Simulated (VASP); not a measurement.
# Mo (P6/mmm) in VASP: further runs

The runs below take Mo through single point, with LDA.

Program: VASP 6.6.1. These are calculated values, not measurements. Logs are shortened: lines on timing, memory, paths and dates and some standing lists are left out, and cuts for length are marked.

## (1) The cell of the first run

It takes space group P6/mmm (No. 191, hexagonal). Conventional cell: a = 2.667 Å, b = 2.667 Å, c = 2.555 Å, α = 90.00°, β = 90.00°, γ = 120.00°. Mo (site symmetry 6/mmm) has 8 Mo at 2.56 to 2.67 Å within 3.4 Å.

This isn't the form of Mo at room conditions, which is bcc.

## (2) Single point, LDA (strain -0.0250 x Voigt [1, 1, 0, 0, 0, 0])

Contents of INCAR:

```
ALGO = Normal
EDIFF = 1E-6
ENCUT = 520
ISIF = 2
ISMEAR = 0
LASPH = T
LCHARG = F
LREAL = F
LWAVE = F
NBANDS = 13
NELM = 80
PREC = Accurate
SIGMA = 0.15
```

Contents of KPOINTS:

```
k-points
0
Gamma
  18 18 18
```

Contents of POSCAR:

```
Mo
1.0
    2.6671226373      0.0000000000      0.0000000000
   -1.3335613186      2.3097959589      0.0000000000
    0.0000000000      0.0000000000      2.5551807000
Mo
1
Direct
    0.0000000000      0.0000000000      0.5000000000
```

Potentials or basis: VASP PAW LDA potentials, release 64 (Mo_sv).

Command:

```console
$ cat potpaw_LDA.64/Mo_sv/POTCAR > POTCAR
$ mpirun -np 1 vasp_std > vasp.out
```

OUTCAR:

```text
EDIFF = 1E-6
   ENCUT = 520
   ISIF = 2
   ISMEAR = 0
   LASPH = T
   LREAL = F
   NELM = 80
   PREC = Accurate

 ion  position               nearest neighbor table
   1  0.000  0.000  0.500-

  LATTYP: Found a hexagonal cell.
 ALAT       =     2.6671226373
 C/A-ratio  =     0.9580289501

  Lattice vectors:

 A1 = (   2.6671226373,   0.0000000000,   0.0000000000)
 A2 = (  -1.3335613186,   2.3097959589,   0.0000000000)
 A3 = (   0.0000000000,   0.0000000000,   2.5551807000)

Analysis of symmetry for initial positions (statically):
=====================================================================
 Subroutine PRICEL returns:
 Original cell was already a primitive cell.

 Routine SETGRP: Setting up the symmetry group for a
 hexagonal supercell.

 Subroutine GETGRP returns: Found 24 space group operations
 (whereof 24 operations were pure point group operations)
 out of a pool of 24 trial point group operations.

The static configuration has the point symmetry D_6h.

Analysis of symmetry for dynamics (positions and initial velocities):
=====================================================================
 Subroutine PRICEL returns:
 Original cell was already a primitive cell.

 Routine SETGRP: Setting up the symmetry group for a
 hexagonal supercell.

 Subroutine GETGRP returns: Found 24 space group operations
 (whereof 24 operations were pure point group operations)
 out of a pool of 24 trial point group operations.

The dynamic configuration has the point symmetry D_6h.

 Subroutine INISYM returns: Found 24 space group operations
 (whereof 24 operations are pure point group operations),
 and found     1 'primitive' translations

----------------------------------------------------------------------------------------

                                     Primitive cell

  volume of cell :      15.7412

  direct lattice vectors                    reciprocal lattice vectors
     2.667122637  0.000000000  0.000000000     0.374935890  0.216469337  0.000000000
    -1.333561319  2.309795959  0.000000000     0.000000000  0.432938674  0.000000000
     0.000000000  0.000000000  2.555180700     0.000000000  0.000000000  0.391361754

  length of vectors
     2.667122637  2.667122637  2.555180700     0.432938674  0.432938674  0.391361754

  position of ions in fractional coordinates (direct lattice)
     0.000000000  0.000000000  0.500000000

  ion indices of the primitive-cell ions
   primitive index   ion index
                 1           1

----------------------------------------------------------------------------------------

 KPOINTS: k-points

Automatic generation of k-mesh.
 Grid dimensions read from file:
 generate k-points for:   18   18   18

 Generating k-lattice:

  Cartesian coordinates                     Fractional coordinates (reciprocal lattice)
     0.020829772  0.012026074  0.000000000     0.055555556 -0.000000000  0.000000000
     0.000000000  0.024052149  0.000000000     0.000000000  0.055555556  0.000000000
     0.000000000  0.000000000  0.021742320     0.000000000  0.000000000  0.055555556

  Length of vectors
     0.024052149  0.024052149  0.021742320

  Shift w.r.t. Gamma in fractional coordinates (k-lattice)
     0.000000000  0.000000000  0.000000000

 Subroutine IBZKPT returns following result:
 ===========================================

 Found    370 irreducible k-points:

 Following reciprocal coordinates:
            Coordinates               Weight
  0.000000  0.000000  0.000000      1.000000
  0.055556 -0.000000  0.000000      6.000000
  0.111111 -0.000000  0.000000      6.000000
  0.166667  0.000000  0.000000      6.000000
  0.222222 -0.000000  0.000000      6.000000
  0.277778 -0.000000  0.000000      6.000000
[... 16 lines left out ...]
  0.333333  0.111111  0.000000     12.000000
  0.388889  0.111111  0.000000     12.000000
 [... further k-points ...]
   k-points           NKPTS =    370   k-points in BZ     NKDIM =    370   number of bands    NBANDS=     13
   number of dos      NEDOS =    301   number of ions     NIONS =      1
   total plane-waves  NPLWV =   8000
   dimension x,y,z NGX =    20 NGY =   20 NGZ =   20
   dimension x,y,z NGXF=    40 NGYF=   40 NGZF=   40
   ions per type =               1
   NGX,Y,Z   is equivalent  to a cutoff of  12.47, 12.47, 13.01 a.u.
   NGXF,Y,Z  is equivalent  to a cutoff of  24.93, 24.93, 26.02 a.u.
 SYSTEM =  unknown system
   PREC   = accura    normal or accurate (medium, high low for compatibility)
   ISTART =      0    job   : 0-new  1-cont  2-samecut
   ICHARG =      2    charge: 1-file 2-atom 10-const
   ISPIN  =      1    spin polarized calculation?
   LNONCOLLINEAR =      F non collinear calculations
   LSORBIT =      F    spin-orbit coupling
   LASPH  =      T    aspherical Exc in radial PAW
   ENCUT  =  520.0 eV  38.22 Ry    6.18 a.u.   4.96  4.96  4.75*2*pi/ulx,y,z
   NELM   =     80;   NELMIN=  2; NELMDL= -5     # of ELM steps
   EDIFF  = 0.1E-05   stopping-criterion for ELM
   LREAL  =      F    real-space projection
   EDIFFG = 0.1E-04   stopping-criterion for IOM
   NSW    =      0    number of steps for IOM
   IBRION =     -1    ionic relax: 0-MD 1-quasi-New 2-CG
   NFREE  =      0    steps in history (QN), initial steepest desc. (CG)
   ISIF   =      2    stress and relaxation
   ISYM   =      2    0-nonsym 1-usesym 2-fastsym
   POTIM  = 0.5000    time-step for ionic-motion
   TEBEG  =    0.0;   TEEND  =   0.0 temperature during run
   PSTRESS=    0.0 pullay stress
   NELECT =      14.0000    total number of electrons
   NUPDOWN=      -1.0000    fix difference up-down
   EMIN   =  10.00;   EMAX   =-10.00  energy-range for DOS
   EFERMI =   0.00;   METHOD = LEGACY
   ISMEAR =     0;   SIGMA  =   0.15  broadening in eV -4-tet -1-fermi 0-gaus
   EFERMI_NEDOS =   21; number of points for ismear=-14 and -15
   IALGO  =     38    algorithm
   IMIX   =      4    mixing-type and parameters
     AMIX     =   0.40;   BMIX     =  1.00
     AMIX_MAG =   1.60;   BMIX_MAG =  1.00
  volume/ion in A,a.u.               =      15.74       106.23
  Fermi-wavevector in a.u.,A,eV,Ry     =   1.574363  2.975114 33.723640  2.478618
  Thomas-Fermi vector in A             =   2.675508
   LORBIT       =      0    0 simple, 1 ext, 2 COOP (PROOUT), +10 PAW based schemes
   GGA     = CA    functional components
   LHFCALC =     F    Hartree Fock is set to
   AEXX    =    0.0000 exact exchange contribution
   IVDW    =     0    specifies the selected vdW correction
   LEPSILON=     F    determine dielectric tensor
   LRPA    =     F    only Hartree local field effects (RPA)
 non-spin polarized calculation
 Gauss-broadening in eV      SIGMA  =   0.15
  energy-cutoff  :      520.00
  volume of cell :       15.74
 maximum number of plane-waves:       441
 NGX is ok and might be reduce to    20
   NGX =  9   NGY =  9   NGZ =  9

 number of electron      13.9999997 magnetization

 Free energy of the ion-electron system (eV)
  ---------------------------------------------------
  ext. energy  EPLUGINS =         0.00000000
  ---------------------------------------------------
  free energy    TOTEN  =       -11.21383161 eV

  energy without entropy =      -11.20555205  energy(sigma->0) =      -11.20969183

 E-fermi :  12.2474     XC(G=0): -13.4690

 val. band max:       12.2469288156   @ k =   0.2778   0.0556   0.2778
 cond. band min:      12.2569744100   @ k =   0.3333   0.0556   0.3889
 fundamental gap:      0.0100455944
 Fermi energy:        12.2474262853

 k-point     1 :       0.0000    0.0000    0.0000
  band No.  band energies     occupation
      1     -48.4952      2.00000
      2     -21.8737      2.00000
      3     -21.7654      2.00000
      4     -21.7654      2.00000
      5       5.2878      2.00000
      6       7.6611      2.00000
      7      11.2492      2.00000
      8      11.2492      2.00000
      9      16.5391      0.00000
     10      16.5391      0.00000
     11      25.4486      0.00000
     12      27.7217      0.00000
     13      33.6110      0.00000

 k-point     2 :       0.0556   -0.0000    0.0000
  band No.  band energies     occupation
      1     -48.4862      2.00000
      2     -21.8675      2.00000
      3     -21.8223      2.00000
      4     -21.7779      2.00000
      5       5.4189      2.00000
      6       7.7238      2.00000
      7      11.1136      2.00000
      8      11.3725      2.00000
      9      16.3738      0.00000
     10      16.5133      0.00000
     11      25.7617      0.00000
     12      28.0015      0.00000
     13      32.8053      0.00000

 k-point     3 :       0.1111   -0.0000    0.0000
  band No.  band energies     occupation
      1     -48.4601      2.00000
      2     -21.9843      2.00000
      3     -21.8496      2.00000
      4     -21.8140      2.00000
      5       5.7874      2.00000
      6       7.9064      2.00000
      7      10.7710      2.00000
      8      11.7373      2.00000
      9      15.9322      0.00000
     10      16.4396      0.00000
     11      26.6149      0.00000
     12      28.7763      0.00000
     13      31.2781      0.00000

 k-point     4 :       0.1667    0.0000    0.0000
  band No.  band energies     occupation
      1     -48.4200      2.00000
      2     -22.2277      2.00000
      3     -21.8687      2.00000
      4     -21.8222      2.00000
      5       6.3172      2.00000
      6       8.1711      2.00000
      7      10.4018      2.00000
      8      12.3284      0.44545
      9      15.3322      0.00000
     10      16.3288      0.00000
     11      27.6476      0.00000
     12      29.8660      0.00000
     13      29.8911      0.00000

 k-point     5 :       0.2222   -0.0000    0.0000
  band No.  band energies     occupation
      1     -48.3703      2.00000
      2     -22.5189      2.00000
      3     -21.9352      2.00000
      4     -21.7884      2.00000
      5       6.8786      2.00000
      6       8.3702      2.00000
      7      10.3217      2.00000
      8      13.1182      0.00000
      9      14.6872      0.00000
     10      16.1962      0.00000
     11      27.3627      0.00000
     12      29.9744      0.00000
     13      30.6807      0.00000

 k-point     6 :       0.2778   -0.0000    0.0000
  band No.  band energies     occupation
      1     -48.3169      2.00000
      2     -22.8205      2.00000
      3     -22.0051      2.00000
      4     -21.7522      2.00000
      5       7.2857      2.00000
      6       8.3895      2.00000
      7      10.8097      2.00000
      8      14.0632      0.00000
      9      14.0793      0.00000
     10      16.0589      0.00000
     11      26.0939      0.00000
     12      29.5988      0.00000
     13      30.8494      0.00000

 k-point     7 :       0.3333   -0.0000    0.0000
  band No.  band energies     occupation
      1     -48.2662      2.00000
      2     -23.0968      2.00000
      3     -22.0700      2.00000
      4     -21.7179      2.00000
      5       7.3336      2.00000
      6       8.5277      2.00000
      7      11.6813      2.00000
      8      13.5630      0.00000
      9      15.0931      0.00000
     10      15.9332      0.00000
     11      24.9221      0.00000
     12      28.4995      0.00000
     13      30.8566      0.00000
[... 193 lines left out ...]
 k-point    20 :       0.1667    0.1111    0.0000
  band No.  band energies     occupation
      1     -48.3508      2.00000
      2     -22.5901      2.00000
      3     -22.0049      2.00000
      4     -21.7751      2.00000
      5       7.1985      2.00000
      6       8.6836      2.00000
      7       9.7692      2.00000
      8      13.6894      0.00000
      9      14.5399      0.00000
     10      16.0309      0.00000
     11      27.4775      0.00000
     12      28.3524      0.00000
     13      31.7788      0.00000

 k-point    21 :       0.2222    0.1111    0.0000
  band No.  band energies     occupation
      1     -48.3005      2.00000
      2     -22.8494      2.00000
      3     -22.0954      2.00000
      4     -21.7410      2.00000
      5       7.6876      2.00000
      6       8.6642      2.00000
      7      10.1104      2.00000
      8      14.0284      0.00000
      9      14.7357      0.00000
     10      15.8397      0.00000
     11      26.1079      0.00000
     12      27.8067      0.00000
     13      32.3583      0.00000

 k-point    22 :       0.2778    0.1111    0.0000
  band No.  band energies     occupation
      1     -48.2527      2.00000
      2     -23.0879      2.00000
      3     -22.1799      2.00000
      4     -21.7088      2.00000
      5       7.8501      2.00000
      6       8.6479      2.00000
      7      10.9278      2.00000
      8      13.5886      0.00000
      9      15.6639      0.00000
     10      15.8403      0.00000
     11      24.8637      0.00000
     12      27.0093      0.00000
     13      31.3634      0.00000

 k-point    23 :       0.3333    0.1111    0.0000
  band No.  band energies     occupation
      1     -48.2135      2.00000
      2     -23.2791      2.00000
      3     -22.2480      2.00000
      4     -21.6824      2.00000
      5       7.6869      2.00000
      6       8.8856      2.00000
      7      11.8284      1.99992
      8      13.2535      0.00000
      9      15.5237      0.00000
     10      16.8689      0.00000
     11      23.8499      0.00000
     12      26.1421      0.00000
     13      30.3499      0.00000

 k-point    24 :       0.3889    0.1111    0.0000
  band No.  band energies     occupation
      1     -48.1877      2.00000
      2     -23.4023      2.00000
      3     -22.2922      2.00000
      4     -21.6652      2.00000
      5       7.5244      2.00000
      6       9.0978      2.00000
      7      12.5429      0.00535
      8      13.0445      0.00000
      9      15.4338      0.00000
     10      17.6353      0.00000
     11      23.1606      0.00000
     12      25.4250      0.00000
     13      29.7271      0.00000

 [... further k-points ...]
[... 5 lines left out ...]
  --------------------------------------------------------------------------------------
  -------------------------------------------------------------------------------------
  Total        1.0602582      1.0602582     -0.6468695      0.0000000      0.0000000     -0.0000000
  in kB      107.9155429    107.9155429    -65.8398821      0.0000000      0.0000000     -0.0000000
  external PRESSURE =      49.9970679 kB  Pullay stress =       0.0000000 kB

 VOLUME and BASIS-vectors are now :
 -----------------------------------------------------------------------------
  energy-cutoff  :      520.00
  volume of cell :       15.74
      direct lattice vectors                 reciprocal lattice vectors
     2.667122637  0.000000000  0.000000000     0.374935890  0.216469337  0.000000000
    -1.333561319  2.309795959  0.000000000     0.000000000  0.432938674  0.000000000
     0.000000000  0.000000000  2.555180700     0.000000000  0.000000000  0.391361754

 POSITION                                       TOTAL-FORCE (eV/Angst)
 -----------------------------------------------------------------------------------
      0.00000      0.00000      1.27759        -0.000000      0.000000      0.000000
 -----------------------------------------------------------------------------------
    total drift:                                0.000000      0.000000     -0.000000

  FREE ENERGIE OF THE ION-ELECTRON SYSTEM (eV)
  ---------------------------------------------------
  free  energy   TOTEN  =       -11.2138316100 eV

  energy  without entropy=      -11.2055520541  energy(sigma->0) =      -11.20969183
```

It took 96 s on 1 thread of Intel Xeon 8259CL, shared host; peak memory 0.18 GiB.

Results:

```yaml
Free_energy: -11.2138 eV
Pressure: 5.0 GPa
Band_gap_on_the_k_mesh: zero (bands 7 and 8 overlap by 1.94 eV)
```

Caveat: the cell differs from its parent crystal (strain -0.0250 x Voigt [1, 1, 0, 0, 0, 0]); the stress differs along the axes, from -7 to 11 GPa.

## (3) Single point, LDA (strain +0.0250 x Voigt [1, 1, 0, 0, 0, 0])

Contents of INCAR:

```
SYSTEM = Mo
  ALGO = Normal
  EDIFF = 1E-7
  ENCUT = 520
  GGA = CA
  ISIF = 2
  ISMEAR = 0
  LASPH = .True.
  LCHARG = .False.
  LREAL = .False.
  LWAVE = .False.
  NBANDS = 13
  NELM = 80
  PREC = Accurate
  SIGMA = 0.15
```

Contents of KPOINTS:

```
k-points
0
Gamma
  18 18 18
  0 0 0
```

Contents of POSCAR:

```
Mo
1.0
    2.8038981571      0.0000000000      0.0000000000
   -1.4019490786      2.4282470337      0.0000000000
    0.0000000000      0.0000000000      2.5551807000
Mo
1
Direct
    0.0000000000      0.0000000000      0.5000000000
```

Potentials or basis: VASP PAW LDA potentials, release 64 (Mo_sv).

Command:

```console
$ cat potpaw_LDA.64/Mo_sv/POTCAR > POTCAR
$ mpirun -np 1 vasp_std > vasp.out
```

Wall time 79 s (1 thread of Intel Xeon 8259CL, shared host); peak memory 0.19 GiB.

The run converged. Its results:

```yaml
Free_energy: -11.1726 eV
Pressure: -16.4 GPa
Band_gap_on_the_k_mesh: zero (bands 7 and 8 overlap by 1.75 eV)
```

Stress tensor (GPa, compression positive):
```
-16.06   0.00   0.00
  0.00 -16.06   0.00
  0.00   0.00 -16.94
```

Levels at points of the mesh, in eV from the Fermi level:
```
           k point  band 4  band 5  band 6  band 7  band 8  band 9  band 10  band 11
(0.00, 0.00, 0.00)  -34.02   -6.54   -4.04   -0.81   -0.81    3.97     3.97    12.89
(0.50, 0.00, 0.00)  -33.90   -4.55   -3.08    0.94    1.29    3.40     4.02     9.34
(0.00, 0.00, 0.50)  -34.05   -3.40    0.05    0.05    0.31    0.55     0.55    10.04
(0.50, 0.00, 0.50)  -34.30   -4.95   -2.96   -0.58    4.40    5.86     6.44     6.91
```

Caveat: the cell differs from its parent crystal (strain +0.0250 x Voigt [1, 1, 0, 0, 0, 0]); the cell stands under tension.
